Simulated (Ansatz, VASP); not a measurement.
**MgO: VASP beside Ansatz**

```
Mg O
1.0
     0.00000    2.30616    2.30616
     2.30616    0.00000    2.30616
     2.30616    2.30616    0.00000
Mg O
1 1
Direct
  0.50000 0.50000 0.50000
  0.25000 0.25000 0.25000
```

Alike in both runs: task single point; functional r2SCAN; k mesh 8 × 8 × 8; occupations gaussian, width 0.02 eV; no spin polarisation.

|  | VASP | Ansatz |
| --- | --- | --- |
| version | VASP 6.6.1 | Ansatz 0.2.0 |
| potentials or method | VASP PAW PBE potentials, release 64 (Mg, O), cutoff 520 eV | scalar-relativistic, plane waves, PAW |
| valence electrons in the cell | 8 | 16 |

|  | VASP | Ansatz | Ansatz less VASP |
| --- | --- | --- | --- |
| gap on the k mesh at the Fermi level (eV) | 4.14 | 4.15 | +0.014 |
| least direct gap on the mesh (eV) | 4.14 | 4.15 | +0.014 |
| pressure (GPa) | -4.3 | -3.7 | +0.60 |

VASP's potentials were made for PBE, not for r2SCAN. With one functional, cell and mesh, what is left measures potentials, basis and numerics. VASP's potentials hold 8 valence electrons a cell and Ansatz's 16, so a difference there can come from the potentials and not from the codes.
